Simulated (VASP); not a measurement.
# Al3Cu (Pmmm) in VASP: single point with r2SCAN

Aim: the single point of Al3Cu with r2SCAN.

Program: VASP 6.6.1. These are calculated values, not measurements. Logs are shortened: lines on timing, memory, paths and dates and some standing lists are left out, and cuts for length are marked.

### Step 1. The cell of the first run

The structure is orthorhombic, space group Pmmm (No. 47). The conventional cell has a = 2.691 Å, b = 2.857 Å, c = 7.592 Å, α = 90.00°, β = 90.00°, γ = 90.00°. Within 3.5 Å of Al (site symmetry mmm) lie 12 Al at 2.69 to 2.88 Å. Within 3.4 Å of Al (site symmetry mm2) lie 4 Cu at 2.59 Å and 9 Al at 2.69 to 3.38 Å. Cu (site symmetry mmm) has 8 Al at 2.59 Å and 4 Cu at 2.69 to 2.86 Å within 3.4 Å.

### Step 2. Single point, r2SCAN (strain -0.0300 x Voigt [1, -1, 0, 0, 0, 0])

File POSCAR:

```
Al3Cu
1.0
    2.6905674379      0.0000000000      0.0000000000
    0.0000000000      2.8569942897      0.0000000000
    0.0000000000      0.0000000000      7.5918631133
Al Cu
3 1
Direct
    0.0000000000      0.0000000000      0.5000000000
    0.5000000000      0.5000000000      0.2226430006
    0.5000000000      0.5000000000      0.7773569994
    0.0000000000      0.0000000000      0.0000000000
```

File INCAR.step1:

```
  ALGO = Normal
  EDIFF = 1E-4
  ENCUT = 520
  GGA = PE
  ISMEAR = 0
  LASPH = True
  LCHARG = False
  LREAL = False
  LWAVE = True
  NBANDS = 18
  NELM = 100
  PREC = Accurate
  SIGMA = 0.15
```

File INCAR.step2:

```
  ALGO = Normal
  EDIFF = 1E-6
  ENCUT = 520
  ISIF = 2
  ISMEAR = 0
  ISTART = 1
  LASPH = True
  LCHARG = False
  LMIXTAU = True
  LREAL = False
  LWAVE = False
  METAGGA = R2SCAN
  NBANDS = 18
  NELM = 100
  PREC = Accurate
  SIGMA = 0.15
```

File KPOINTS:

```
k-points
0
Gamma
  18 18 6
```

Potentials or basis: VASP PAW PBE potentials, release 64 (Al, Cu).

Run with:

```sh
$ cat potpaw_PBE.64/Al/POTCAR potpaw_PBE.64/Cu/POTCAR > POTCAR
$ cp INCAR.step1 INCAR
$ mpirun -np 1 vasp_std > vasp.out
$ cp INCAR.step2 INCAR
$ mpirun -np 1 vasp_std > vasp.out
```

OUTCAR:

```text
EDIFF = 1E-6
   ENCUT = 520
   ISIF = 2
   ISMEAR = 0
   ISTART = 1
   LASPH = True
   LREAL = False
   METAGGA = R2SCAN
   NELM = 100
   PREC = Accurate

 ion  position               nearest neighbor table
   1  0.000  0.000  0.500-   2 2.88   3 2.88   2 2.88   3 2.88   2 2.88   3 2.88   2 2.88   3 2.88

   2  0.500  0.500  0.223-   4 2.59   4 2.59   4 2.59   4 2.59   1 2.88   1 2.88   1 2.88   1 2.88

   3  0.500  0.500  0.777-   4 2.59   4 2.59   4 2.59   4 2.59   1 2.88   1 2.88   1 2.88   1 2.88

   4  0.000  0.000  0.000-   2 2.59   3 2.59   2 2.59   3 2.59   2 2.59   3 2.59   2 2.59   3 2.59

  LATTYP: Found a simple orthorhombic cell.
 ALAT       =     2.6905674379
 B/A-ratio  =     1.0618556701
 C/A-ratio  =     2.8216587350

  Lattice vectors:

 A1 = (   2.6905674379,   0.0000000000,   0.0000000000)
 A2 = (   0.0000000000,   2.8569942897,   0.0000000000)
 A3 = (   0.0000000000,   0.0000000000,   7.5918631133)

Analysis of symmetry for initial positions (statically):
=====================================================================
 Subroutine PRICEL returns:
 Original cell was already a primitive cell.

 Routine SETGRP: Setting up the symmetry group for a
 simple orthorhombic supercell.

 Subroutine GETGRP returns: Found  8 space group operations
 (whereof  8 operations were pure point group operations)
 out of a pool of  8 trial point group operations.

The static configuration has the point symmetry D_2h.

Analysis of symmetry for dynamics (positions and initial velocities):
=====================================================================
 Subroutine PRICEL returns:
 Original cell was already a primitive cell.

 Routine SETGRP: Setting up the symmetry group for a
 simple orthorhombic supercell.

 Subroutine GETGRP returns: Found  8 space group operations
 (whereof  8 operations were pure point group operations)
 out of a pool of  8 trial point group operations.

The dynamic configuration has the point symmetry D_2h.

 Subroutine INISYM returns: Found  8 space group operations
 (whereof  8 operations are pure point group operations),
 and found     1 'primitive' translations

----------------------------------------------------------------------------------------

                                     Primitive cell

  volume of cell :      58.3582

  direct lattice vectors                    reciprocal lattice vectors
     2.690567438  0.000000000  0.000000000     0.371668811  0.000000000  0.000000000
     0.000000000  2.856994290  0.000000000     0.000000000  0.350018200  0.000000000
     0.000000000  0.000000000  7.591863113     0.000000000  0.000000000  0.131719972

  length of vectors
     2.690567438  2.856994290  7.591863113     0.371668811  0.350018200  0.131719972

  position of ions in fractional coordinates (direct lattice)
     0.000000000  0.000000000  0.500000000
     0.500000000  0.500000000  0.222643001
     0.500000000  0.500000000  0.777356999
     0.000000000  0.000000000  0.000000000

  ion indices of the primitive-cell ions
   primitive index   ion index
                 1           1
                 2           2
                 3           3
                 4           4

----------------------------------------------------------------------------------------

 KPOINTS: k-points

Automatic generation of k-mesh.
 Grid dimensions read from file:
 generate k-points for:   18   18    6

 Generating k-lattice:

  Cartesian coordinates                     Fractional coordinates (reciprocal lattice)
     0.020648267  0.000000000  0.000000000     0.055555556  0.000000000  0.000000000
     0.000000000  0.019445456  0.000000000     0.000000000  0.055555556  0.000000000
     0.000000000  0.000000000  0.021953329     0.000000000  0.000000000  0.166666667

  Length of vectors
     0.020648267  0.019445456  0.021953329

  Shift w.r.t. Gamma in fractional coordinates (k-lattice)
     0.000000000  0.000000000  0.000000000

 Subroutine IBZKPT returns following result:
 ===========================================

 Found    400 irreducible k-points:

 Following reciprocal coordinates:
            Coordinates               Weight
  0.000000  0.000000  0.000000      1.000000
  0.055556  0.000000  0.000000      2.000000
  0.111111  0.000000  0.000000      2.000000
  0.166667  0.000000  0.000000      2.000000
  0.222222  0.000000  0.000000      2.000000
  0.277778  0.000000  0.000000      2.000000
[... 16 lines left out ...]
  0.111111  0.111111  0.000000      4.000000
  0.166667  0.111111  0.000000      4.000000
 [... further k-points ...]
   k-points           NKPTS =    400   k-points in BZ     NKDIM =    400   number of bands    NBANDS=     18
   number of dos      NEDOS =    301   number of ions     NIONS =      4
   total plane-waves  NPLWV =  26880
   dimension x,y,z NGX =    20 NGY =   24 NGZ =   56
   dimension x,y,z NGXF=    40 NGYF=   48 NGZF=  112
   ions per type =               3   1
   NGX,Y,Z   is equivalent  to a cutoff of  12.36, 13.97, 12.26 a.u.
   NGXF,Y,Z  is equivalent  to a cutoff of  24.72, 27.93, 24.53 a.u.
 SYSTEM =  unknown system
   PREC   = accura    normal or accurate (medium, high low for compatibility)
   ISTART =      1    job   : 0-new  1-cont  2-samecut
   ICHARG =      0    charge: 1-file 2-atom 10-const
   ISPIN  =      1    spin polarized calculation?
   LNONCOLLINEAR =      F non collinear calculations
   LSORBIT =      F    spin-orbit coupling
   LASPH  =      T    aspherical Exc in radial PAW
   ENCUT  =  520.0 eV  38.22 Ry    6.18 a.u.   5.00  5.31 14.12*2*pi/ulx,y,z
   NELM   =    100;   NELMIN=  2; NELMDL=  0     # of ELM steps
   EDIFF  = 0.1E-05   stopping-criterion for ELM
   LREAL  =      F    real-space projection
   EDIFFG = 0.1E-04   stopping-criterion for IOM
   NSW    =      0    number of steps for IOM
   IBRION =     -1    ionic relax: 0-MD 1-quasi-New 2-CG
   NFREE  =      0    steps in history (QN), initial steepest desc. (CG)
   ISIF   =      2    stress and relaxation
   ISYM   =      2    0-nonsym 1-usesym 2-fastsym
   POTIM  = 0.5000    time-step for ionic-motion
   TEBEG  =    0.0;   TEEND  =   0.0 temperature during run
   PSTRESS=    0.0 pullay stress
   NELECT =      20.0000    total number of electrons
   NUPDOWN=      -1.0000    fix difference up-down
   EMIN   =  10.00;   EMAX   =-10.00  energy-range for DOS
   EFERMI =   0.00;   METHOD = LEGACY
   ISMEAR =     0;   SIGMA  =   0.15  broadening in eV -4-tet -1-fermi 0-gaus
   EFERMI_NEDOS =   21; number of points for ismear=-14 and -15
   IALGO  =     38    algorithm
   IMIX   =      4    mixing-type and parameters
     AMIX     =   0.40;   BMIX     =  1.00
     AMIX_MAG =   1.60;   BMIX_MAG =  1.00
  volume/ion in A,a.u.               =      14.59        98.46
  Fermi-wavevector in a.u.,A,eV,Ry     =   1.145647  2.164960 17.857753  1.312508
  Thomas-Fermi vector in A             =   2.282335
   LORBIT       =      0    0 simple, 1 ext, 2 COOP (PROOUT), +10 PAW based schemes
   METAGGA = R2SCAN    functional components
   LHFCALC =     F    Hartree Fock is set to
   AEXX    =    0.0000 exact exchange contribution
   IVDW    =     0    specifies the selected vdW correction
   LEPSILON=     F    determine dielectric tensor
   LRPA    =     F    only Hartree local field effects (RPA)
 non-spin polarized calculation
 Gauss-broadening in eV      SIGMA  =   0.15
  energy-cutoff  :      520.00
  volume of cell :       58.36
 maximum number of plane-waves:      1610
   NGX = 11   NGY = 11   NGZ = 29

 number of electron      19.9999993 magnetization

 Free energy of the ion-electron system (eV)
  ---------------------------------------------------
  ext. energy  EPLUGINS =         0.00000000
  ---------------------------------------------------
  free energy    TOTEN  =       -31.37897117 eV

  energy without entropy =      -31.36416896  energy(sigma->0) =      -31.37157006

 E-fermi :   8.5199     XC(G=0): -11.6971

 val. band max:        8.5177477339   @ k =   0.3889   0.0556   0.1667
 cond. band min:       8.5260307431   @ k =   0.3889   0.4444   0.0000
 fundamental gap:      0.0082830091
 Fermi energy:         8.5199000549

 k-point     1 :       0.0000    0.0000    0.0000
  band No.  band energies     occupation
      1      -3.4064      2.00000
      2      -0.8671      2.00000
      3      -0.5106      2.00000
      4       3.7823      2.00000
      5       3.8821      2.00000
      6       4.6473      2.00000
[... 10 lines left out ...]
     17      18.9541      0.00000
     18      19.4161      0.00000

 k-point     2 :       0.0556    0.0000    0.0000
  band No.  band energies     occupation
      1      -3.3389      2.00000
      2      -0.8056      2.00000
      3      -0.4430      2.00000
      4       3.8019      2.00000
      5       3.8980      2.00000
      6       4.6515      2.00000
[... 10 lines left out ...]
     17      17.9286      0.00000
     18      18.8882      0.00000

 k-point     3 :       0.1111    0.0000    0.0000
  band No.  band energies     occupation
      1      -3.1369      2.00000
      2      -0.6217      2.00000
      3      -0.2411      2.00000
      4       3.8542      2.00000
      5       3.9466      2.00000
      6       4.6638      2.00000
[... 10 lines left out ...]
     17      17.4581      0.00000
     18      18.7089      0.00000

 k-point     4 :       0.1667    0.0000    0.0000
  band No.  band energies     occupation
      1      -2.8013      2.00000
      2      -0.3179      2.00000
      3       0.0932      2.00000
      4       3.9232      2.00000
      5       4.0278      2.00000
      6       4.5122      2.00000
[... 375 lines left out ...]
      4       3.8290      2.00000
      5       3.9609      2.00000
      6       4.5111      2.00000
[... 10 lines left out ...]
     17      18.9011      0.00000
     18      19.8766      0.00000

 k-point    23 :       0.1111    0.1111    0.0000
  band No.  band energies     occupation
      1      -2.8985      2.00000
      2      -0.4065      2.00000
      3      -0.0038      2.00000
      4       3.8867      2.00000
      5       4.0050      2.00000
      6       4.5313      2.00000
[... 10 lines left out ...]
     17      19.6560      0.00000
     18      20.0440      0.00000

 k-point    24 :       0.1667    0.1111    0.0000
  band No.  band energies     occupation
      1      -2.5640      2.00000
      2      -0.1053      2.00000
      3       0.3282      2.00000
      4       3.9675      2.00000
      5       4.0763      2.00000
      6       4.5389      2.00000
[... 10 lines left out ...]
     17      20.1443      0.00000
     18      20.2922      0.00000

 [... further k-points ...]
[... 5 lines left out ...]
  --------------------------------------------------------------------------------------
  -------------------------------------------------------------------------------------
  Total        1.6370771     -1.1607967     -0.2252873      0.0000000      0.0000000      0.0000000
  in kB       44.9446588    -31.8687557     -6.1850857      0.0000000      0.0000000      0.0000000
  external PRESSURE =       2.2969391 kB  Pullay stress =       0.0000000 kB

 VOLUME and BASIS-vectors are now :
 -----------------------------------------------------------------------------
  energy-cutoff  :      520.00
  volume of cell :       58.36
      direct lattice vectors                 reciprocal lattice vectors
     2.690567438  0.000000000  0.000000000     0.371668811  0.000000000  0.000000000
     0.000000000  2.856994290  0.000000000     0.000000000  0.350018200  0.000000000
     0.000000000  0.000000000  7.591863113     0.000000000  0.000000000  0.131719972

 POSITION                                       TOTAL-FORCE (eV/Angst)
 -----------------------------------------------------------------------------------
      0.00000      0.00000      3.79593         0.000000      0.000000      0.000000
      1.34528      1.42850      1.69028         0.000000      0.000000      0.040298
      1.34528      1.42850      5.90159         0.000000     -0.000000     -0.040298
      0.00000      0.00000      0.00000         0.000000      0.000000      0.000000
 -----------------------------------------------------------------------------------
    total drift:                                0.000000     -0.000000     -0.000000

  FREE ENERGIE OF THE ION-ELECTRON SYSTEM (eV)
  ---------------------------------------------------
  free  energy   TOTEN  =       -31.3789711676 eV

  energy  without entropy=      -31.3641689618  energy(sigma->0) =      -31.37157006
```

It took 11 min on 1 thread of Intel Xeon 6975P-C (Granite Rapids), shared host; peak memory 0.48 GiB.

Results:

```yaml
Free_energy: -31.3790 eV
Pressure: 0.2 GPa
Largest_force: 0.040 eV/Å
Band_gap_on_the_k_mesh: zero (band 10 reaches 12.92 eV, above the bottom of band 11 at 6.27 eV)
```

Forces on the atoms (eV/Å):
```
Al   0.000  0.000  0.000
Al   0.000  0.000  0.040
Al   0.000  0.000 -0.040
Cu   0.000  0.000  0.000
```

Levels at points of the mesh, in eV from the Fermi level:
| k point | band 6 | band 7 | band 8 | band 9 | band 10 | band 11 | band 12 | band 13 | band 14 | band 15 |
| --- | --- | --- | --- | --- | --- | --- | --- | --- | --- | --- |
| (0.00, 0.00, 0.00) | -3.87 | -3.68 | -3.37 | -2.00 | 0.53 | 5.97 | 6.46 | 8.14 | 8.44 | 8.53 |
| (0.50, 0.00, 0.00) | -4.14 | -3.99 | -3.73 | -3.70 | -2.20 | -1.63 | 3.01 | 4.40 | 4.64 | 5.77 |
| (0.00, 0.50, 0.00) | -4.61 | -3.96 | -3.75 | -3.61 | -2.71 | -2.25 | 2.52 | 3.74 | 3.96 | 5.20 |
| (0.50, 0.50, 0.00) | -2.77 | -2.67 | -0.48 | -0.31 | 0.04 | 0.25 | 0.27 | 0.68 | 0.71 | 2.55 |
| (0.00, 0.00, 0.50) | -3.87 | -3.74 | -3.68 | -3.37 | 4.28 | 5.85 | 6.46 | 6.58 | 6.70 | 8.01 |
| (0.50, 0.00, 0.50) | -4.38 | -3.99 | -3.73 | -2.65 | -0.79 | -0.77 | 0.40 | 1.24 | 9.40 | 9.42 |
| (0.00, 0.50, 0.50) | -4.57 | -3.75 | -3.61 | -2.92 | -1.41 | -1.32 | -0.24 | 0.60 | 8.84 | 8.85 |
| (0.50, 0.50, 0.50) | -2.10 | -1.88 | -1.80 | -1.74 | -0.51 | -0.50 | 0.65 | 1.96 | 3.41 | 3.46 |

Caveat: the cell differs from its parent crystal (strain -0.0300 x Voigt [1, -1, 0, 0, 0, 0]); the PAW data sets were made with another functional, which shifts forces and pressure a little.
